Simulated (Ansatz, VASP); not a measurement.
ScBSbP3: VASP beside Ansatz

```
Sc B Sb P
1.0
     3.98121    0.00000    0.00000
    -1.99061    3.44783    0.00000
     0.00000    0.00000    9.48941
Sc B Sb P
1 1 1 3
Cartesian
  0.0000 2.2986 1.5982
  0.0000 0.0000 4.6226
  1.9906 1.1493 9.0759
  0.0000 0.0000 2.8307
  0.0000 0.0000 6.3903
  0.0000 2.2986 7.5168
```

Alike in both runs: functional PBE; k mesh 6 × 6 × 2; occupations gaussian, width 0.1 eV; no spin polarisation.

Ansatz relaxed the structure, and its values are those at the end. VASP's run is a single point on that final structure, the one shown.

|  | VASP | Ansatz |
| --- | --- | --- |
| version | VASP 6.6.1 | Ansatz 0.2.0 |
| potentials or method | VASP PAW PBE potentials, release 64 (Sc_sv, B, Sb, P), cutoff 520 eV | scalar-relativistic, plane waves, PAW |
| valence electrons in the cell | 34 | 44 |

VASP gave:

```
gap on the k mesh at the Fermi level (eV) : none
pressure (GPa)                            : -0.1
rms of the force components (eV/Å)        : 0.021
```

Problem. Which values does Ansatz return?

Solution. gap on the k mesh at the Fermi level (eV): none; pressure (GPa): 0.0; rms of the force components (eV/Å): 0.012.

A gap of «none» marks a metal or a gap that the smearing closes. With one functional, cell and mesh, what is left measures potentials, basis and numerics. VASP's potentials hold 34 valence electrons a cell and Ansatz's 44, so a difference there can come from the potentials and not from the codes.

Neither program's run includes spin-orbit coupling.
